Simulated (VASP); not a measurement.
# W6O (Fm-3m) in VASP: notebook

Runs on W6O. Level: PBE. Tasks: single point, relaxation of cell and atoms.

Program: VASP 6.6.1. These are calculated values, not measurements. Logs are shortened: lines on timing, memory, paths and dates and some standing lists are left out, and cuts for length are marked.

## 1. The cell of the first run

It takes space group Fm-3m (No. 225, cubic). The conventional cell has a = 7.744 Å, b = 7.744 Å, c = 7.744 Å, α = 90.00°, β = 90.00°, γ = 90.00°. W (site symmetry mmm) has 8 W at 2.74 Å and 2 O at 2.74 Å within 3.6 Å. O (site symmetry m-3m) has 12 W at 2.74 Å within 3.6 Å.

## 2. Single point, PBE

File INCAR:

```
SYSTEM = W6O
  PREC = Accurate
  ENCUT = 520
  EDIFF = 1E-7
  ISMEAR = 0
  SIGMA = 0.1
  LREAL = .False.
  LASPH = .True.
  NELM = 100
  ALGO = Normal
  ISIF = 2
  LWAVE = .False.
  LCHARG = .True.
  GGA = PE
  LELF = .True.
  LVHAR = .True.
  NBANDS = 54
```

File KPOINTS:

```
Automatic mesh
0
Gamma
  8 8 8
  0 0 0
```

File POSCAR:

```
W6O
1.0
    0.0000000000      3.8721025050      3.8721025050
    3.8721025050      0.0000000000      3.8721025050
    3.8721025050      3.8721025050      0.0000000000
W O
6 1
Direct
    0.5000000000      0.5000000000      0.0000000000
    0.5000000000      0.0000000000      0.5000000000
    0.0000000000      0.0000000000      0.5000000000
    0.0000000000      0.5000000000      0.0000000000
    0.0000000000      0.5000000000      0.5000000000
    0.5000000000      0.0000000000      0.0000000000
    0.0000000000      0.0000000000      0.0000000000
```

Potentials or basis: VASP PAW PBE potentials, release 64 (W_sv, O).

On the command line:

```bash
$ cat potpaw_PBE.64/W_sv/POTCAR potpaw_PBE.64/O/POTCAR > POTCAR
$ mpirun -np 1 vasp_std > vasp.out
```

OUTCAR:

```text
SYSTEM = W6O
   PREC = Accurate
   ENCUT = 520
   EDIFF = 1E-7
   ISMEAR = 0
   LREAL = .False.
   LASPH = .True.
   NELM = 100
   ISIF = 2
   GGA = PE

 ion  position               nearest neighbor table
   1  0.500  0.500  0.000-   4 2.74   6 2.74   2 2.74   5 2.74   2 2.74   6 2.74   4 2.74   5 2.74

   2  0.500  0.000  0.500-   3 2.74   6 2.74   1 2.74   6 2.74   1 2.74   5 2.74   3 2.74   5 2.74

   3  0.000  0.000  0.500-   2 2.74   5 2.74   4 2.74   6 2.74   4 2.74   5 2.74   2 2.74   6 2.74

   4  0.000  0.500  0.000-   1 2.74   5 2.74   3 2.74   5 2.74   3 2.74   6 2.74   1 2.74   6 2.74

   5  0.000  0.500  0.500-   3 2.74   4 2.74   1 2.74   4 2.74   2 2.74   3 2.74   1 2.74   2 2.74

   6  0.500  0.000  0.000-   1 2.74   2 2.74   2 2.74   3 2.74   1 2.74   4 2.74   3 2.74   4 2.74

   7  0.000  0.000  0.000-

  LATTYP: Found a face centered cubic cell.
 ALAT       =     7.7442050100

  Lattice vectors:

 A1 = (   0.0000000000,   3.8721025050,   3.8721025050)
 A2 = (   3.8721025050,   0.0000000000,   3.8721025050)
 A3 = (   3.8721025050,   3.8721025050,   0.0000000000)

Analysis of symmetry for initial positions (statically):
=====================================================================
 Subroutine PRICEL returns:
 Original cell was already a primitive cell.

 Routine SETGRP: Setting up the symmetry group for a
 face centered cubic supercell.

 Subroutine GETGRP returns: Found 48 space group operations
 (whereof 48 operations were pure point group operations)
 out of a pool of 48 trial point group operations.

The static configuration has the point symmetry O_h .

Analysis of symmetry for dynamics (positions and initial velocities):
=====================================================================
 Subroutine PRICEL returns:
 Original cell was already a primitive cell.

 Routine SETGRP: Setting up the symmetry group for a
 face centered cubic supercell.

 Subroutine GETGRP returns: Found 48 space group operations
 (whereof 48 operations were pure point group operations)
 out of a pool of 48 trial point group operations.

The dynamic configuration has the point symmetry O_h .

 Subroutine INISYM returns: Found 48 space group operations
 (whereof 48 operations are pure point group operations),
 and found     1 'primitive' translations

----------------------------------------------------------------------------------------

                                     Primitive cell

[... 99 lines left out ...]
   NELM   =    100;   NELMIN=  2; NELMDL= -5     # of ELM steps
   EDIFF  = 0.1E-06   stopping-criterion for ELM
   LREAL  =      F    real-space projection
   EDIFFG = 0.1E-05   stopping-criterion for IOM
   NSW    =      0    number of steps for IOM
   IBRION =     -1    ionic relax: 0-MD 1-quasi-New 2-CG
   NFREE  =      0    steps in history (QN), initial steepest desc. (CG)
   ISIF   =      2    stress and relaxation
   ISYM   =      2    0-nonsym 1-usesym 2-fastsym
   POTIM  = 0.5000    time-step for ionic-motion
   TEBEG  =    0.0;   TEEND  =   0.0 temperature during run
   PSTRESS=    0.0 pullay stress
   NELECT =      90.0000    total number of electrons
   NUPDOWN=      -1.0000    fix difference up-down
   EMIN   =  10.00;   EMAX   =-10.00  energy-range for DOS
   EFERMI =   0.00;   METHOD = LEGACY
   ISMEAR =     0;   SIGMA  =   0.10  broadening in eV -4-tet -1-fermi 0-gaus
   EFERMI_NEDOS =   21; number of points for ismear=-14 and -15
   IALGO  =     38    algorithm
   IMIX   =      4    mixing-type and parameters
     AMIX     =   0.40;   BMIX     =  1.00
     AMIX_MAG =   1.60;   BMIX_MAG =  1.00
  volume/ion in A,a.u.               =      16.59       111.94
  Fermi-wavevector in a.u.,A,eV,Ry     =   1.503830  2.841827 30.769650  2.261505
  Thomas-Fermi vector in A             =   2.614889
   LORBIT       =      0    0 simple, 1 ext, 2 COOP (PROOUT), +10 PAW based schemes
   GGA     = PE    functional components
   LHFCALC =     F    Hartree Fock is set to
   AEXX    =    0.0000 exact exchange contribution
   IVDW    =     0    specifies the selected vdW correction
   LEPSILON=     F    determine dielectric tensor
   LRPA    =     F    only Hartree local field effects (RPA)
 non-spin polarized calculation
 Gauss-broadening in eV      SIGMA  =   0.10
  energy-cutoff  :      520.00
  volume of cell :      116.11
 maximum number of plane-waves:      3156
 NGX is ok and might be reduce to    42
   NGX = 21   NGY = 21   NGZ = 21

 number of electron      90.0000012 magnetization

 Free energy of the ion-electron system (eV)
  ---------------------------------------------------
  ext. energy  EPLUGINS =         0.00000000
  ---------------------------------------------------
  free energy    TOTEN  =       -75.28049386 eV

  energy without entropy =      -75.25471844  energy(sigma->0) =      -75.26760615

 E-fermi :   9.3034     XC(G=0): -12.6852

 val. band max:        9.3019994112   @ k =  -0.3750   0.2500   0.0000
 cond. band min:       9.3547116441   @ k =  -0.3750   0.3750   0.1250
 fundamental gap:      0.0527122329
 Fermi energy:         9.3034085516

 k-point     1 :       0.0000    0.0000    0.0000
  band No.  band energies     occupation
      1     -64.8658      2.00000
      2     -64.7461      2.00000
      3     -64.7461      2.00000
      4     -64.7461      2.00000
      5     -64.6875      2.00000
      6     -64.6875      2.00000
[... 1357 lines left out ...]
     53      11.0862      0.00000
     54      11.1142      0.00000

 [... further k-points ...]
[... 5 lines left out ...]
  --------------------------------------------------------------------------------------
  -------------------------------------------------------------------------------------
  Total        0.3377162      0.3377162      0.3377162      0.0000000      0.0000000      0.0000000
  in kB        4.6600645      4.6600645      4.6600645      0.0000000      0.0000000      0.0000000
  external PRESSURE =       4.6600645 kB  Pullay stress =       0.0000000 kB

 VOLUME and BASIS-vectors are now :
 -----------------------------------------------------------------------------
  energy-cutoff  :      520.00
  volume of cell :      116.11
      direct lattice vectors                 reciprocal lattice vectors
     0.000000000  3.872102505  3.872102505    -0.129128813  0.129128813  0.129128813
     3.872102505  0.000000000  3.872102505     0.129128813 -0.129128813  0.129128813
     3.872102505  3.872102505  0.000000000     0.129128813  0.129128813 -0.129128813

 POSITION                                       TOTAL-FORCE (eV/Angst)
 -----------------------------------------------------------------------------------
      1.93605      1.93605      3.87210         0.000000      0.000000     -0.000000
      1.93605      3.87210      1.93605         0.000000     -0.000000      0.000000
      1.93605      1.93605      0.00000         0.000000     -0.000000     -0.000000
      1.93605      0.00000      1.93605         0.000000      0.000000      0.000000
      3.87210      1.93605      1.93605        -0.000000      0.000000      0.000000
      0.00000      1.93605      1.93605        -0.000000      0.000000      0.000000
      0.00000      0.00000      0.00000         0.000000      0.000000      0.000000
 -----------------------------------------------------------------------------------
    total drift:                               -0.000000     -0.000000      0.000000

  FREE ENERGIE OF THE ION-ELECTRON SYSTEM (eV)
  ---------------------------------------------------
  free  energy   TOTEN  =       -75.2804938640 eV

  energy  without entropy=      -75.2547184382  energy(sigma->0) =      -75.26760615
```

It took 4.5 min on 1 thread of Intel Xeon Platinum 8259CL at 2.50GHz (Skylake/Cascade Lake), shared host; peak memory 0.32 GiB.

Results:

```yaml
Free_energy: -75.2805 eV
Pressure: 0.5 GPa
Band_gap_on_the_k_mesh: zero (band 45 reaches 10.27 eV, above the bottom of band 46 at 8.62 eV)
```

Caveat: spin-orbit coupling is left out, which moves the levels of the heavy elements.

## 3. Relaxation of cell and atoms, PBE

File INCAR:

```
ALGO = Normal
EDIFF = 1E-7
EDIFFG = -0.01
ENCUT = 600
GGA = PE
IBRION = 2
ISIF = 3
ISMEAR = 0
LASPH = True
LCHARG = False
LREAL = False
LWAVE = False
NELM = 100
NSW = 100
PREC = Accurate
SIGMA = 0.1
```

File KPOINTS:

```
k-points
0
Gamma
  8 8 8
```

Edit POSCAR of step 2 so:

```diff
@@ -2,5 +2,5 @@
 1.0
-    0.0000000000      3.8721025050      3.8721025050
-    3.8721025050      0.0000000000      3.8721025050
-    3.8721025050      3.8721025050      0.0000000000
+    0.0000000000      3.8740410977      3.8740410977
+    3.8740410977      0.0000000000      3.8740410977
+    3.8740410977      3.8740410977      0.0000000000
 W O
```

Potentials or basis: VASP PAW PBE potentials, release 64 (W_sv, O).

On the command line:

```bash
$ cat potpaw_PBE.64/W_sv/POTCAR potpaw_PBE.64/O/POTCAR > POTCAR
$ mpirun -np 1 vasp_std > vasp.out
```

Wall time 10 min (1 thread of Intel Xeon Platinum 8259CL at 2.50GHz (Skylake/Cascade Lake), shared host); peak memory 0.43 GiB.

It converged, with:

| Item | Value |
| --- | --- |
| Free energy | -75.2830 eV |
| Relaxed volume | 16.62 Å³/atom |
| Relaxed cell | a = 5.480 Å, b = 5.480 Å, c = 5.480 Å, α = 60.00°, β = 60.00°, γ = 60.00° |
| Space group after relaxing (to 0.05 Å) | Fm-3m (No. 225) |
| Energy gained by relaxing | 0.0 meV/atom |
| Ionic steps | 3 |
| Pressure after relaxing | 0.0 GPa |
| Band gap on the k mesh | zero (band 45 reaches 10.24 eV, above the bottom of band 46 at 8.60 eV) |

Final structure:
```yaml
crystal:
  lattice:
    - [0.00000, 3.87491, 3.87491]
    - [3.87491, 0.00000, 3.87491]
    - [3.87491, 3.87491, 0.00000]
  atoms:
    - { symbol: W, position: [0.50000, 0.50000, 0.00000] }
    - { symbol: W, position: [0.50000, 0.00000, 0.50000] }
    - { symbol: W, position: [0.00000, 0.00000, 0.50000] }
    - { symbol: W, position: [0.00000, 0.50000, 0.00000] }
    - { symbol: W, position: [0.00000, 0.50000, 0.50000] }
    - { symbol: W, position: [0.50000, 0.00000, 0.00000] }
    - { symbol: O, position: [0.00000, 0.00000, 0.00000] }
```

Levels at points of the mesh, in eV from the Fermi level:
```csv
k point,band 43,band 44,band 45,band 46,band 47,band 48
"(0.00, 0.00, 0.00)",0.85,0.90,0.90,0.90,1.51,1.51
"(0.50, 0.00, 0.00)",-1.28,-0.80,-0.80,0.25,0.25,1.08
"(0.50, 0.50, 0.00)",-0.75,-0.75,-0.56,-0.30,-0.30,0.07
```

Caveat: spin-orbit coupling is left out, which moves the levels of the heavy elements.
